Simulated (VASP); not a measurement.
# FeSi (P2_13) in VASP: relaxation of cell and atoms with PBEsol

Aim: the relaxation of cell and atoms of FeSi with PBEsol.

Everything below comes from runs of VASP 6.6.1. Logs are shortened: lines on timing, memory, paths and dates and some standing lists are left out, and cuts for length are marked.

## Step 1: The cell of the first run

It takes space group P2_13 (No. 198, cubic). The conventional cell has a = 4.403 Å, b = 4.403 Å, c = 4.403 Å, α = 90.00°, β = 90.00°, γ = 90.00°. Within 3.0 Å of Fe (site symmetry 3) lie 7 Si at 2.26 to 2.47 Å and 6 Fe at 2.70 Å. Si (site symmetry 3) has 7 Fe at 2.26 to 2.47 Å and 6 Si at 2.73 Å within 3.0 Å.

## Step 2: Relaxation of cell and atoms, PBEsol

File INCAR:

```
SYSTEM = FeSi
  ALGO = Normal
  EDIFF = 1E-6
  EDIFFG = -0.001
  ENCUT = 600
  GGA = PS
  IBRION = 2
  ISIF = 3
  ISMEAR = 0
  LASPH = .True.
  LCHARG = .False.
  LREAL = .False.
  LWAVE = .False.
  NELM = 60
  NSW = 80
  PREC = Accurate
  SIGMA = 0.01
```

File KPOINTS:

```
k-points
0
Gamma
  8 8 8
  0 0 0
```

File POSCAR:

```
FeSi
1.0
    4.4033431758      0.0000000000      0.0000000000
    0.0000000000      4.4033431758      0.0000000000
    0.0000000000      0.0000000000      4.4033431758
Fe Si
4 4
Direct
    0.1368676577      0.1368676577      0.1368676577
    0.3631323423      0.8631323423      0.6368676577
    0.6368676577      0.3631323423      0.8631323423
    0.8631323423      0.6368676577      0.3631323423
    0.8409920574      0.8409920574      0.8409920574
    0.6590079426      0.1590079426      0.3409920574
    0.3409920574      0.6590079426      0.1590079426
    0.1590079426      0.3409920574      0.6590079426
```

Potentials or basis: VASP PAW PBE potentials, release 64 (Fe, Si).

The run is started by

```console
cat potpaw_PBE.64/Fe/POTCAR potpaw_PBE.64/Si/POTCAR > POTCAR
mpirun -np 1 vasp_std > vasp.out
```

OUTCAR:

```text
SYSTEM = FeSi
   EDIFF = 1E-6
   EDIFFG = -0.001
   ENCUT = 600
   GGA = PS
   IBRION = 2
   ISIF = 3
   ISMEAR = 0
   LASPH = .True.
   LREAL = .False.
   NELM = 60
   NSW = 80
   PREC = Accurate

 ion  position               nearest neighbor table
   1  0.137  0.137  0.137-   5 2.26   6 2.29   7 2.29   8 2.29   7 2.47   8 2.47   6 2.47   3 2.70
                             4 2.70   2 2.70   2 2.70   4 2.70   3 2.70
   2  0.363  0.863  0.637-   6 2.26   5 2.29   7 2.29   8 2.29   7 2.47   8 2.47   5 2.47   1 2.70
                             1 2.70   3 2.70   3 2.70   4 2.70   4 2.70
   3  0.637  0.363  0.863-   7 2.26   6 2.29   5 2.29   8 2.29   8 2.47   6 2.47   5 2.47   1 2.70
                             4 2.70   2 2.70   2 2.70   4 2.70   1 2.70
   4  0.863  0.637  0.363-   8 2.26   6 2.29   7 2.29   5 2.29   6 2.47   5 2.47   7 2.47   1 2.70
                             3 2.70   2 2.70   1 2.70   2 2.70   3 2.70
   5  0.841  0.841  0.841-   1 2.26   2 2.29   3 2.29   4 2.29   3 2.47   4 2.47   2 2.47   6 2.73
                             7 2.73   8 2.73   6 2.73   8 2.73   7 2.73
   6  0.659  0.159  0.341-   2 2.26   1 2.29   3 2.29   4 2.29   3 2.47   4 2.47   1 2.47   8 2.73
                             5 2.73   5 2.73   7 2.73   7 2.73   8 2.73
   7  0.341  0.659  0.159-   3 2.26   2 2.29   1 2.29   4 2.29   4 2.47   2 2.47   1 2.47   8 2.73
                             5 2.73   8 2.73   6 2.73   6 2.73   5 2.73
   8  0.159  0.341  0.659-   4 2.26   2 2.29   3 2.29   1 2.29   2 2.47   1 2.47   3 2.47   7 2.73
                             5 2.73   7 2.73   5 2.73   6 2.73   6 2.73

  LATTYP: Found a simple cubic cell.
 ALAT       =     4.4033431758

  Lattice vectors:

 A1 = (   4.4033431758,   0.0000000000,   0.0000000000)
 A2 = (   0.0000000000,   4.4033431758,   0.0000000000)
 A3 = (   0.0000000000,   0.0000000000,   4.4033431758)

Analysis of symmetry for initial positions (statically):
=====================================================================
 Subroutine PRICEL returns:
 Original cell was already a primitive cell.

 Routine SETGRP: Setting up the symmetry group for a
 simple cubic supercell.

 Subroutine GETGRP returns: Found 12 space group operations
 (whereof  3 operations were pure point group operations)
 out of a pool of 48 trial point group operations.

The static configuration has the point symmetry C_3 .
 The point group associated with its full space group is T   .

Analysis of symmetry for dynamics (positions and initial velocities):
=====================================================================
 Subroutine PRICEL returns:
 Original cell was already a primitive cell.

 Routine SETGRP: Setting up the symmetry group for a
 simple cubic supercell.

 Subroutine GETGRP returns: Found 12 space group operations
 (whereof  3 operations were pure point group operations)
 out of a pool of 48 trial point group operations.

The dynamic configuration has the point symmetry C_3 .
 The point group associated with its full space group is T   .

 Subroutine INISYM returns: Found 12 space group operations
 (whereof  3 operations are pure point group operations),
 and found     1 'primitive' translations

----------------------------------------------------------------------------------------

                                     Primitive cell

  volume of cell :      85.3783

  direct lattice vectors                    reciprocal lattice vectors
     4.403343176  0.000000000  0.000000000     0.227100174  0.000000000  0.000000000
     0.000000000  4.403343176  0.000000000     0.000000000  0.227100174  0.000000000
     0.000000000  0.000000000  4.403343176     0.000000000  0.000000000  0.227100174

  length of vectors
     4.403343176  4.403343176  4.403343176     0.227100174  0.227100174  0.227100174

  position of ions in fractional coordinates (direct lattice)
     0.136867658  0.136867658  0.136867658
     0.363132342  0.863132342  0.636867658
     0.636867658  0.363132342  0.863132342
     0.863132342  0.636867658  0.363132342
     0.840992057  0.840992057  0.840992057
     0.659007943  0.159007943  0.340992057
     0.340992057  0.659007943  0.159007943
     0.159007943  0.340992057  0.659007943

  ion indices of the primitive-cell ions
   primitive index   ion index
                 1           1
                 2           2
                 3           3
                 4           4
                 5           5
                 6           6
                 7           7
                 8           8

[... 27 lines left out ...]
            Coordinates               Weight
  0.000000  0.000000  0.000000      1.000000
  0.125000  0.000000  0.000000      6.000000
  0.250000  0.000000  0.000000      6.000000
  0.375000  0.000000  0.000000      6.000000
  0.500000  0.000000  0.000000      3.000000
  0.125000  0.125000  0.000000     12.000000
[... 16 lines left out ...]
  0.250000  0.125000  0.125000     24.000000
  0.375000  0.125000  0.125000     24.000000
 [... further k-points ...]
   k-points           NKPTS =     45   k-points in BZ     NKDIM =     45   number of bands    NBANDS=     29
   number of dos      NEDOS =    301   number of ions     NIONS =      8
   total plane-waves  NPLWV =  46656
   dimension x,y,z NGX =    36 NGY =   36 NGZ =   36
   dimension x,y,z NGXF=    72 NGYF=   72 NGZF=   72
   ions per type =               4   4
   NGX,Y,Z   is equivalent  to a cutoff of  13.59, 13.59, 13.59 a.u.
   NGXF,Y,Z  is equivalent  to a cutoff of  27.18, 27.18, 27.18 a.u.
 SYSTEM =  FeSi
   PREC   = accura    normal or accurate (medium, high low for compatibility)
   ISTART =      0    job   : 0-new  1-cont  2-samecut
   ICHARG =      2    charge: 1-file 2-atom 10-const
   ISPIN  =      1    spin polarized calculation?
   LNONCOLLINEAR =      F non collinear calculations
   LSORBIT =      F    spin-orbit coupling
   LASPH  =      T    aspherical Exc in radial PAW
   ENCUT  =  600.0 eV  44.10 Ry    6.64 a.u.   8.79  8.79  8.79*2*pi/ulx,y,z
   NELM   =     60;   NELMIN=  2; NELMDL= -5     # of ELM steps
   EDIFF  = 0.1E-05   stopping-criterion for ELM
   LREAL  =      F    real-space projection
   EDIFFG = -.1E-02   stopping-criterion for IOM
   NSW    =     80    number of steps for IOM
   IBRION =      2    ionic relax: 0-MD 1-quasi-New 2-CG
   NFREE  =      1    steps in history (QN), initial steepest desc. (CG)
   ISIF   =      3    stress and relaxation
   ISYM   =      2    0-nonsym 1-usesym 2-fastsym
   POTIM  = 0.5000    time-step for ionic-motion
   TEBEG  =    0.0;   TEEND  =   0.0 temperature during run
   PSTRESS=    0.0 pullay stress
   NELECT =      48.0000    total number of electrons
   NUPDOWN=      -1.0000    fix difference up-down
   EMIN   =  10.00;   EMAX   =-10.00  energy-range for DOS
   EFERMI =   0.00;   METHOD = LEGACY
   ISMEAR =     0;   SIGMA  =   0.01  broadening in eV -4-tet -1-fermi 0-gaus
   EFERMI_NEDOS =   21; number of points for ismear=-14 and -15
   IALGO  =     38    algorithm
   IMIX   =      4    mixing-type and parameters
     AMIX     =   0.40;   BMIX     =  1.00
     AMIX_MAG =   1.60;   BMIX_MAG =  1.00
  volume/ion in A,a.u.               =      10.67        72.02
  Fermi-wavevector in a.u.,A,eV,Ry     =   1.351158  2.553318 24.839165  1.825627
  Thomas-Fermi vector in A             =   2.478603
   LORBIT       =      0    0 simple, 1 ext, 2 COOP (PROOUT), +10 PAW based schemes
   GGA     = PS    functional components
   LHFCALC =     F    Hartree Fock is set to
   AEXX    =    0.0000 exact exchange contribution
   IVDW    =     0    specifies the selected vdW correction
   LEPSILON=     F    determine dielectric tensor
   LRPA    =     F    only Hartree local field effects (RPA)
 conjugate gradient relaxation of ions
 non-spin polarized calculation
 Gauss-broadening in eV      SIGMA  =   0.01
  energy-cutoff  :      600.00
  volume of cell :       85.38
 maximum number of plane-waves:      2897
   NGX = 17   NGY = 17   NGZ = 17

--------------------------------------- Ionic step        1  -------------------------------------------

 number of electron      48.0000004 magnetization

 Free energy of the ion-electron system (eV)
  ---------------------------------------------------
  ext. energy  EPLUGINS =         0.00000000
  ---------------------------------------------------
  free energy    TOTEN  =       -63.82107948 eV

  energy without entropy =      -63.82107948  energy(sigma->0) =      -63.82107948

------------------------ aborting loop because EDIFF is reached ----------------------------------------

  FORCE on cell =-STRESS in cart. coord.  units (eV):
  Direction    XX          YY          ZZ          XY          YZ          ZX
  --------------------------------------------------------------------------------------
  -------------------------------------------------------------------------------------
  Total        0.3130755      0.3130755      0.3130755      0.0000000      0.0000000      0.0000000
  in kB        5.8750566      5.8750566      5.8750566      0.0000000      0.0000000      0.0000000
  external PRESSURE =       5.8750566 kB  Pullay stress =       0.0000000 kB
[... 107 lines left out ...]
  FREE ENERGIE OF THE ION-ELECTRON SYSTEM (eV)
  ---------------------------------------------------
  free  energy   TOTEN  =       -63.8215525991 eV

  energy  without entropy=      -63.8215525991  energy(sigma->0) =      -63.82155260

[... ionic steps 4 to 15 ...]

--------------------------------------- Ionic step       16  -------------------------------------------

 number of electron      48.0000007 magnetization

------------------------ aborting loop because EDIFF is reached ----------------------------------------
[... 79 lines left out ...]
--------------------------------------- Ionic step       18  -------------------------------------------

 number of electron      48.0000006 magnetization

 Free energy of the ion-electron system (eV)
  ---------------------------------------------------
  ext. energy  EPLUGINS =         0.00000000
  ---------------------------------------------------
  free energy    TOTEN  =       -63.82165535 eV

  energy without entropy =      -63.82165535  energy(sigma->0) =      -63.82165535

 E-fermi :  10.0869     XC(G=0): -13.0410

 val. band max:        9.9927679630   @ k =   0.2500   0.1250   0.1250
 cond. band min:      10.1320844714   @ k =   0.3750   0.1250   0.1250
 fundamental gap:      0.1393165084
 Fermi energy:        10.0868523508

 k-point     1 :       0.0000    0.0000    0.0000
  band No.  band energies     occupation
      1      -3.4783      2.00000
      2       1.9820      2.00000
      3       1.9820      2.00000
      4       1.9820      2.00000
      5       4.8046      2.00000
      6       4.8046      2.00000
[... 757 lines left out ...]
     28      12.2391      0.00000
     29      12.5463      0.00000

 [... further k-points ...]

------------------------ aborting loop because EDIFF is reached ----------------------------------------

  FORCE on cell =-STRESS in cart. coord.  units (eV):
  Direction    XX          YY          ZZ          XY          YZ          ZX
  --------------------------------------------------------------------------------------
  -------------------------------------------------------------------------------------
  Total        0.0003887      0.0003887      0.0003887     -0.0000000     -0.0000000      0.0000000
  in kB        0.0072806      0.0072806      0.0072806     -0.0000000     -0.0000000      0.0000000
  external PRESSURE =       0.0072806 kB  Pullay stress =       0.0000000 kB
[... 23 lines left out ...]
  FREE ENERGIE OF THE ION-ELECTRON SYSTEM (eV)
  ---------------------------------------------------
  free  energy   TOTEN  =       -63.8216553457 eV

  energy  without entropy=      -63.8216553457  energy(sigma->0) =      -63.82165535

 reached required accuracy - stopping structural energy minimisation
```

It took 12 min on 1 thread of Intel Xeon Platinum 8488C (Sapphire Rapids), shared host; peak memory 0.27 GiB.

What came out:

```yaml
Free_energy: -63.8217 eV
Relaxed_volume: 10.69 Å³/atom
Relaxed_cell: a = 4.406 Å, b = 4.406 Å, c = 4.406 Å, α = 90.00°, β = 90.00°, γ = 90.00°
Space_group_after_relaxing_to_0.1_Å: P2_13 (No. 198)
Energy_gained_by_relaxing: 0.1 meV/atom
Ionic_steps: 18
Pressure_after_relaxing: 0.0 GPa
Band_gap_on_the_k_mesh: 0.14 eV (least direct gap 0.16 eV)
```

The path:
```
step  energy change (eV)  largest force (eV/Å)  pressure (GPa)  volume (Å³)
   1              0.0000                0.0460            0.59        85.38
   2              0.0003                0.0056           -0.91        85.86
   3             -0.0005                0.0232           -0.08        85.59
   4             -0.0005                0.0238           -0.06        85.58
   5             -0.0006                0.0106            0.03        85.56
   6             -0.0006                0.0037            0.04        85.54
   7             -0.0006                0.0039            0.11        85.54
   8             -0.0005                0.0147           -0.22        85.61
   9             -0.0006                0.0034           -0.03        85.55
  10             -0.0006                0.0033            0.07        85.55
  11             -0.0006                0.0033           -0.09        85.55
  12             -0.0006                0.0033            0.03        85.55
  13             -0.0006                0.0033           -0.03        85.55
  14             -0.0006                0.0033           -0.01        85.55
  15             -0.0006                0.0016            0.03        85.55
  16             -0.0006                0.0013            0.00        85.55
  17             -0.0006                0.0015           -0.01        85.55
  18             -0.0006                0.0005            0.00        85.54
```

Final structure:
```cif
data_structure
_symmetry_space_group_name_H-M 'P 1'
_symmetry_Int_Tables_number 1
_cell_length_a 4.4062
_cell_length_b 4.4062
_cell_length_c 4.4062
_cell_angle_alpha 90.000
_cell_angle_beta 90.000
_cell_angle_gamma 90.000
_cell_volume 85.54
loop_
_atom_site_label
_atom_site_type_symbol
_atom_site_fract_x
_atom_site_fract_y
_atom_site_fract_z
_atom_site_occupancy
Fe1 Fe 0.13726 0.13726 0.13726 1
Fe2 Fe 0.36274 0.86274 0.63726 1
Fe3 Fe 0.63726 0.36274 0.86274 1
Fe4 Fe 0.86274 0.63726 0.36274 1
Si1 Si 0.84105 0.84105 0.84105 1
Si2 Si 0.65895 0.15895 0.34105 1
Si3 Si 0.34105 0.65895 0.15895 1
Si4 Si 0.15895 0.34105 0.65895 1
```

Caveat: the PAW data sets were made with another functional, which shifts forces and pressure a little.
